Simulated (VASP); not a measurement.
# InGa26As27 (a cell with a defect) in VASP: single point with PBE

Aim: the single point of InGa26As27 (a cell with a defect) with PBE.

Everything below comes from runs of VASP 6.6.1. Logs are shortened: lines on timing, memory, paths and dates and some standing lists are left out, and cuts for length are marked.

### 1 The cell of the first run

The cell holds a defect, 54 atoms: a = 11.993 Å, b = 11.993 Å, c = 11.993 Å, α = 60.00°, β = 60.00°, γ = 60.00°.

### 2 Single point, PBE, collinear spin, zero start

INCAR reads:

```
SYSTEM = InGa26As27
  PREC = Accurate
  ENCUT = 400
  EDIFF = 1E-6
  ISMEAR = 0
  SIGMA = 0.05
  LREAL = Auto
  LASPH = .True.
  NELM = 200
  ALGO = Normal
  ISIF = 2
  LWAVE = .False.
  LCHARG = .False.
  ISPIN = 2
  MAGMOM = 0 0 0 0 0 0 0 0 0 0 0 0 0 0 0 0 0 0 0 0 0 0 0 0 0 0 0 0 0 0 0 0 0 0 0 0 0 0 0 0 0 0 0 0 0 0 0 0 0 0 0 0 0 0
  LORBIT = 11
  GGA = PE
  NBANDS = 280
  GGA_COMPAT = .False.
```

KPOINTS reads:

```
regular mesh
0
Gamma
  1 1 1
  0 0 0
```

POSCAR reads:

```
InGa26As27
1.0
    0.0000000000      8.4805500000      8.4805500000
    8.4805500000      0.0000000000      8.4805500000
    8.4805500000      8.4805500000      0.0000000000
In Ga As
1 26 27
Direct
    0.0003494255     -0.0001569698     -0.0005134901
    0.0001539345     -0.0000799190      0.3346953173
    0.0000434285      0.0000755310      0.6643896503
    0.0001054041      0.3348647150      0.0001440807
   -0.0003660560      0.3335158823      0.3333203697
   -0.0001509165      0.3349639770      0.6649417037
    0.0001749904      0.6649664795      0.0000808377
    0.0000055858      0.6647316292      0.3352015376
    0.0003895700      0.6663729899      0.6667391614
    0.3351588399      0.0001147681      0.0001208481
    0.3335018858     -0.0002774515      0.3334253209
    0.3351159668     -0.0000357752      0.6647869287
    0.3332882762      0.3335049707     -0.0002484047
    0.3333778366      0.3333112350      0.3336019661
    0.3331148323      0.3329340008      0.6668504065
    0.3350711063      0.6647521863      0.0003341126
    0.3331848404      0.6668551055      0.3330489244
    0.3330234905      0.6668855495      0.6669612101
    0.6649048128      0.0002982174     -0.0000660511
    0.6649244898      0.0000243235      0.3349272716
    0.6664739226      0.0003456332      0.6665192354
    0.6647105372      0.3349980374      0.0002501091
    0.6670165429      0.3330571672      0.3329929622
    0.6669087194      0.3330334406      0.6668448946
    0.6667284174      0.6665980269      0.0003858291
    0.6669688799      0.6669471969      0.3330527116
    0.6664041425      0.6665400186      0.6666709719
    0.0879486051      0.0875448298      0.0874923089
    0.0832539263      0.0832179973      0.4163084356
    0.0879626718      0.0877398463      0.7361536523
    0.0831085151      0.4169273957      0.0830985507
    0.0830976696      0.4167020791      0.4169410676
    0.0831697816      0.4163710911      0.7501884642
    0.0880054301      0.7365613587      0.0878436530
    0.0832663999      0.7499682294      0.4166417494
    0.0831782553      0.7501729893      0.7501334665
    0.4168908539      0.0833251949      0.0832144951
    0.4169503767      0.0831034330      0.4167669973
    0.4165024872      0.0830730138      0.7502143603
    0.4167100628      0.4167046701      0.0833854212
    0.4168114020      0.4166672985      0.4166693625
    0.4166536704      0.4166453442      0.7498502322
    0.4166506200      0.7502153401      0.0832187881
    0.4167339652      0.7498397324      0.4167379519
    0.4163878138      0.7500183093      0.7503793763
    0.7370006615      0.0877264518      0.0875832024
    0.7501947558      0.0831139139      0.4164878597
    0.7501371713      0.0831944788      0.7500118796
    0.7501699165      0.4165894787      0.0831237994
    0.7497908201      0.4167741146      0.4166745501
    0.7498842260      0.4165150782      0.7503110566
    0.7502083114      0.7503506298      0.0831418466
    0.7500724355      0.7500978892      0.4166978924
    0.7500391885      0.7499471826      0.7499973641
```

Potentials or basis: VASP PAW PBE potentials, release 64 (In_d, Ga_d, As).

Launch:

```bash
$ cat potpaw_PBE.64/In_d/POTCAR potpaw_PBE.64/Ga_d/POTCAR potpaw_PBE.64/As/POTCAR > POTCAR
$ mpirun -np 1 vasp_gam > vasp.out
```

OUTCAR:

```text
SYSTEM = InGa26As27
   PREC = Accurate
   ENCUT = 400
   EDIFF = 1E-6
   ISMEAR = 0
   LREAL = Auto
   LASPH = .True.
   NELM = 200
   ISIF = 2
   ISPIN = 2
   LORBIT = 11
   GGA = PE

 ion  position               nearest neighbor table
   1  0.000  1.000  0.999-  34 2.58  28 2.58  30 2.58  46 2.58
   2  0.000  1.000  0.335-  28 2.42  29 2.43  35 2.45  47 2.45
   3  0.000  0.000  0.664-  30 2.42  29 2.43  36 2.45  48 2.45
   4  0.000  0.335  0.000-  28 2.42  31 2.43  49 2.45  33 2.45
   5  1.000  0.334  0.333-  50 2.45  31 2.45  32 2.45  29 2.45
   6  1.000  0.335  0.665-  30 2.42  32 2.43  51 2.45  33 2.45
[... 46 lines left out ...]
  53  0.750  0.750  0.417-  26 2.45  20 2.45   8 2.45  27 2.45
  54  0.750  0.750  0.750-   9 2.45  27 2.45  25 2.45  21 2.45

  LATTYP: Found a face centered cubic cell.
 ALAT       =    16.9611000000

  Lattice vectors:

 A1 = (   0.0000000000,   8.4805500000,   8.4805500000)
 A2 = (   8.4805500000,   0.0000000000,   8.4805500000)
 A3 = (   8.4805500000,   8.4805500000,   0.0000000000)

Analysis of symmetry for initial positions (statically):
=====================================================================
 Subroutine PRICEL returns:
 Original cell was already a primitive cell.

 Routine SETGRP: Setting up the symmetry group for a
 face centered cubic supercell.

 Subroutine GETGRP returns: Found  1 space group operations
 (whereof  1 operations were pure point group operations)
 out of a pool of 48 trial point group operations.

The static configuration has the point symmetry C_1 .

Analysis of symmetry for dynamics (positions and initial velocities):
=====================================================================
 Subroutine PRICEL returns:
 Original cell was already a primitive cell.

 Routine SETGRP: Setting up the symmetry group for a
 face centered cubic supercell.

 Subroutine GETGRP returns: Found  1 space group operations
 (whereof  1 operations were pure point group operations)
 out of a pool of 48 trial point group operations.

The dynamic configuration has the point symmetry C_1 .

Analysis of structural, dynamic, and magnetic symmetry:
=====================================================================
 Subroutine PRICEL returns:
 Original cell was already a primitive cell.

 Routine SETGRP: Setting up the symmetry group for a
 face centered cubic supercell.

 Subroutine GETGRP returns: Found  1 space group operations
 (whereof  1 operations were pure point group operations)
 out of a pool of 48 trial point group operations.

The overall configuration has the point symmetry C_1 .

 Subroutine INISYM returns: Found  1 space group operations
 (whereof  1 operations are pure point group operations),
 and found     1 'primitive' translations

----------------------------------------------------------------------------------------

                                     Primitive cell

  volume of cell :    1219.8377

  direct lattice vectors                    reciprocal lattice vectors
     0.000000000  8.480550000  8.480550000    -0.058958440  0.058958440  0.058958440
     8.480550000  0.000000000  8.480550000     0.058958440 -0.058958440  0.058958440
     8.480550000  8.480550000  0.000000000     0.058958440  0.058958440 -0.058958440

  length of vectors
    11.993308826 11.993308826 11.993308826     0.102119014  0.102119014  0.102119014

  position of ions in fractional coordinates (direct lattice)
     0.000349425  0.999843030  0.999486510
     0.000153934  0.999920081  0.334695317
     0.000043428  0.000075531  0.664389650
     0.000105404  0.334864715  0.000144081
     0.999633944  0.333515882  0.333320370
     0.999849084  0.334963977  0.664941704
[... 46 lines left out ...]
     0.750072436  0.750097889  0.416697892
     0.750039188  0.749947183  0.749997364

  ion indices of the primitive-cell ions
   primitive index   ion index
                 1           1
                 2           2
                 3           3
                 4           4
                 5           5
                 6           6
[... 46 lines left out ...]
                53          53
                54          54

----------------------------------------------------------------------------------------

 KPOINTS: regular mesh

Automatic generation of k-mesh.
 Grid dimensions read from file:
 generate k-points for:    1    1    1

 Generating k-lattice:

  Cartesian coordinates                     Fractional coordinates (reciprocal lattice)
    -0.058958440  0.058958440  0.058958440     1.000000000  0.000000000  0.000000000
     0.058958440 -0.058958440  0.058958440     0.000000000  1.000000000  0.000000000
     0.058958440  0.058958440 -0.058958440     0.000000000  0.000000000  1.000000000

  Length of vectors
     0.102119014  0.102119014  0.102119014

  Shift w.r.t. Gamma in fractional coordinates (k-lattice)
     0.000000000  0.000000000  0.000000000

 Subroutine IBZKPT returns following result:
 ===========================================

 Found      1 irreducible k-points:

 Following reciprocal coordinates:
            Coordinates               Weight
  0.000000  0.000000  0.000000      1.000000
   k-points           NKPTS =      1   k-points in BZ     NKDIM =      1   number of bands    NBANDS=    280
   number of dos      NEDOS =    301   number of ions     NIONS =     54
   total plane-waves  NPLWV = 512000
   dimension x,y,z NGX =    80 NGY =   80 NGZ =   80
   dimension x,y,z NGXF=   160 NGYF=  160 NGZF=  160
   ions per type =               1  26  27
   NGX,Y,Z   is equivalent  to a cutoff of  11.09, 11.09, 11.09 a.u.
   NGXF,Y,Z  is equivalent  to a cutoff of  22.18, 22.18, 22.18 a.u.
 SYSTEM =  InGa26As27
   PREC   = accura    normal or accurate (medium, high low for compatibility)
   ISTART =      0    job   : 0-new  1-cont  2-samecut
   ICHARG =      2    charge: 1-file 2-atom 10-const
   ISPIN  =      2    spin polarized calculation?
   LNONCOLLINEAR =      F non collinear calculations
   LSORBIT =      F    spin-orbit coupling
   LASPH  =      T    aspherical Exc in radial PAW
   ENCUT  =  400.0 eV  29.40 Ry    5.42 a.u.  19.56 19.56 19.56*2*pi/ulx,y,z
   NELM   =    200;   NELMIN=  2; NELMDL= -5     # of ELM steps
   EDIFF  = 0.1E-05   stopping-criterion for ELM
   LREAL  =      T    real-space projection
   EDIFFG = 0.1E-04   stopping-criterion for IOM
   NSW    =      0    number of steps for IOM
   IBRION =     -1    ionic relax: 0-MD 1-quasi-New 2-CG
   NFREE  =      0    steps in history (QN), initial steepest desc. (CG)
   ISIF   =      2    stress and relaxation
   ISYM   =      2    0-nonsym 1-usesym 2-fastsym
   POTIM  = 0.5000    time-step for ionic-motion
   TEBEG  =    0.0;   TEEND  =   0.0 temperature during run
   PSTRESS=    0.0 pullay stress
   NELECT =     486.0000    total number of electrons
   NUPDOWN=      -1.0000    fix difference up-down
   EMIN   =  10.00;   EMAX   =-10.00  energy-range for DOS
   EFERMI =   0.00;   METHOD = LEGACY
   ISMEAR =     0;   SIGMA  =   0.05  broadening in eV -4-tet -1-fermi 0-gaus
   EFERMI_NEDOS =   21; number of points for ismear=-14 and -15
   IALGO  =     38    algorithm
   IMIX   =      4    mixing-type and parameters
     AMIX     =   0.40;   BMIX     =  1.00
     AMIX_MAG =   1.60;   BMIX_MAG =  1.00
  volume/ion in A,a.u.               =      22.59       152.44
  Fermi-wavevector in a.u.,A,eV,Ry     =   1.204628  2.276417 19.743799  1.451128
  Thomas-Fermi vector in A             =   2.340347
   LORBIT       =     11    0 simple, 1 ext, 2 COOP (PROOUT), +10 PAW based schemes
   GGA     = PE    functional components
   LHFCALC =     F    Hartree Fock is set to
   AEXX    =    0.0000 exact exchange contribution
   IVDW    =     0    specifies the selected vdW correction
   LEPSILON=     F    determine dielectric tensor
   LRPA    =     F    only Hartree local field effects (RPA)
 spin polarized calculation
 Gauss-broadening in eV      SIGMA  =   0.05
  energy-cutoff  :      400.00
  volume of cell :     1219.84
 maximum number of plane-waves:     11110
 NGX is ok and might be reduce to    80
   NGX = 39   NGY = 39   NGZ = 39

 number of electron     486.0000023 magnetization       0.0000000

 number of electron     486.0000023 magnetization      -0.0000000

 Free energy of the ion-electron system (eV)
  ---------------------------------------------------
  ext. energy  EPLUGINS =         0.00000000
  ---------------------------------------------------
  free energy    TOTEN  =      -206.11983134 eV

  energy without entropy =     -206.11983134  energy(sigma->0) =     -206.11983134

 E-fermi :   4.4158     XC(G=0):  -9.5321

 val. band max:        4.1641283142   @ k =   0.0000   0.0000   0.0000
 cond. band min:       4.6593545953   @ k =   0.0000   0.0000   0.0000
 fundamental gap:      0.4952262811
 Fermi energy:         4.4157849599

 spin component 1

 k-point     1 :       0.0000    0.0000    0.0000
  band No.  band energies     occupation
      1     -10.8865      1.00000
      2     -10.8863      1.00000
      3     -10.8861      1.00000
      4     -10.8850      1.00000
      5     -10.8847      1.00000
      6     -10.8846      1.00000
[... 247 lines left out ...]
    254       5.6627      0.00000
    255       5.6823      0.00000
 Fermi energy:         4.4157849599

 spin component 2

 k-point     1 :       0.0000    0.0000    0.0000
  band No.  band energies     occupation
      1     -10.8865      1.00000
      2     -10.8863      1.00000
      3     -10.8861      1.00000
      4     -10.8850      1.00000
      5     -10.8847      1.00000
      6     -10.8846      1.00000
[... 247 lines left out ...]
    254       5.6627      0.00000
    255       5.6823      0.00000
 [bands above 255 left out]

------------------------ aborting loop because EDIFF is reached ----------------------------------------

  FORCE on cell =-STRESS in cart. coord.  units (eV):
  Direction    XX          YY          ZZ          XY          YZ          ZX
  --------------------------------------------------------------------------------------
  -------------------------------------------------------------------------------------
  Total       39.0975315     39.0919637     39.0894570     -0.0213503      0.0183720     -0.0026074
  in kB       51.3520597     51.3447468     51.3414544     -0.0280422      0.0241304     -0.0034246
  external PRESSURE =      51.3460870 kB  Pullay stress =       0.0000000 kB

 VOLUME and BASIS-vectors are now :
 -----------------------------------------------------------------------------
  energy-cutoff  :      400.00
  volume of cell :     1219.84
      direct lattice vectors                 reciprocal lattice vectors
     0.000000000  8.480550000  8.480550000    -0.058958440  0.058958440  0.058958440
     8.480550000  0.000000000  8.480550000     0.058958440 -0.058958440  0.058958440
     8.480550000  8.480550000  0.000000000     0.058958440  0.058958440 -0.058958440

 POSITION                                       TOTAL-FORCE (eV/Angst)
 -----------------------------------------------------------------------------------
     16.95541      8.47916      8.48218         0.002806     -0.002634      0.000946
     11.31827      2.83971      8.48118         0.023647      0.025793     -0.036278
      5.63503      5.63476      0.00101        -0.018069     -0.015541     -0.024137
      2.84106      0.00212      2.84073         0.015146     -0.035940      0.021081
      5.65514     11.30419     11.30584         0.000294      0.002604     -0.003740
      8.47975     14.11834     11.31995         0.035948     -0.019115      0.021917
[... 46 lines left out ...]
      9.89507      9.89485     12.72227        -0.012379     -0.010488      0.003674
     12.72035     12.72113     12.72071         0.006009      0.000032     -0.000586
 -----------------------------------------------------------------------------------
    total drift:                               -0.002809     -0.016785     -0.000271

  FREE ENERGIE OF THE ION-ELECTRON SYSTEM (eV)
  ---------------------------------------------------
  free  energy   TOTEN  =      -206.1198313392 eV

  energy  without entropy=     -206.1198313392  energy(sigma->0) =     -206.11983134

 total charge

# of ion       s       p       d       tot
------------------------------------------
    1        0.809   0.832   9.897  11.538
    2        0.837   0.846  10.003  11.686
    3        0.837   0.845  10.003  11.685
    4        0.837   0.846  10.003  11.685
    5        0.836   0.832   9.999  11.667
    6        0.837   0.846  10.003  11.685
[... 46 lines left out ...]
   53        1.172   1.672   0.028   2.872
   54        1.172   1.670   0.028   2.870
--------------------------------------------------
tot         54.201  67.887 270.693 392.782

 magnetization (x)

# of ion       s       p       d       tot
------------------------------------------
    1        0.000  -0.000   0.000   0.000
    2        0.000  -0.000  -0.000  -0.000
    3        0.000  -0.000   0.000  -0.000
    4        0.000  -0.000   0.000  -0.000
    5        0.000  -0.000   0.000   0.000
    6        0.000  -0.000   0.000   0.000
[... 46 lines left out ...]
   53        0.000   0.000  -0.000   0.000
   54       -0.000  -0.000  -0.000  -0.000
--------------------------------------------------
tot          0.000  -0.000   0.000   0.000
```

It took 10 min on 1 thread of Intel Xeon 6975P-C (Granite Rapids), shared host; peak memory 1.4 GiB.

Results:

| Property | Result |
| --- | --- |
| Free energy | -206.1198 eV |
| Pressure | 5.1 GPa |
| Largest force | 0.056 eV/Å |
| Net moment | 0.00 μB per cell |
| Valence electrons inside the program's atomic spheres | In 11.54; Ga 11.69, 11.67 (each value once); As 2.89, 2.88, 2.87 (each value once) |

Forces on the atoms (eV/Å):
```
In   0.003 -0.003  0.001
Ga   0.024  0.026 -0.036
Ga  -0.018 -0.016 -0.024
Ga   0.015 -0.036  0.021
Ga   0.000  0.003 -0.004
Ga   0.036 -0.019  0.022
Ga  -0.024 -0.038 -0.025
Ga   0.031  0.021 -0.015
Ga   0.011 -0.023 -0.013
Ga  -0.034  0.021  0.020
Ga  -0.006  0.000 -0.008
Ga  -0.024  0.037  0.019
Ga  -0.006 -0.002  0.009
Ga   0.004  0.000  0.005
Ga   0.009  0.000  0.023
Ga  -0.030  0.025  0.040
Ga   0.007  0.023 -0.002
Ga  -0.026  0.004  0.001
Ga  -0.036 -0.020 -0.025
Ga   0.016  0.034 -0.015
Ga  -0.021  0.021 -0.016
Ga   0.016 -0.021  0.035
Ga   0.020  0.000 -0.004
Ga   0.009 -0.023 -0.001
Ga  -0.018 -0.024  0.014
Ga   0.005 -0.002 -0.023
Ga   0.018  0.020  0.014
As   0.021  0.002  0.009
As   0.011  0.006  0.040
As  -0.017 -0.025  0.009
As   0.004  0.037 -0.001
As  -0.042 -0.004 -0.001
As  -0.006  0.007 -0.003
As  -0.002  0.008 -0.027
As  -0.004 -0.002  0.004
As   0.000  0.005  0.002
As   0.037 -0.001 -0.001
As   0.000 -0.038 -0.001
As   0.004 -0.007  0.002
As   0.006  0.003 -0.038
As  -0.002  0.000 -0.003
As  -0.001  0.000  0.001
As  -0.002  0.003 -0.006
As   0.001  0.000  0.003
As   0.000 -0.005  0.000
As   0.016 -0.002 -0.011
As   0.000 -0.008  0.008
As   0.006  0.001  0.005
As   0.001  0.010 -0.008
As   0.002 -0.003 -0.003
As  -0.009  0.004 -0.001
As   0.004  0.011  0.004
As  -0.012 -0.010  0.004
As   0.006  0.000 -0.001
```

Levels at points of the mesh, in eV from the Fermi level:
Spin up:
```tsv
k point	band 240	band 241	band 242	band 243	band 244	band 245	band 246	band 247
(0.00, 0.00, 0.00)	-1.08	-0.25	-0.25	-0.25	0.24	0.88	0.88	0.88
```
Spin down:
| k point | band 241 | band 242 | band 243 | band 244 | band 245 | band 246 |
| --- | --- | --- | --- | --- | --- | --- |
| (0.00, 0.00, 0.00) | -0.25 | -0.25 | -0.25 | 0.24 | 0.88 | 0.88 |

Caveat: the k points lie up to 0.64 Å⁻¹ apart; spin-orbit coupling is left out, which moves the levels of the heavy elements.
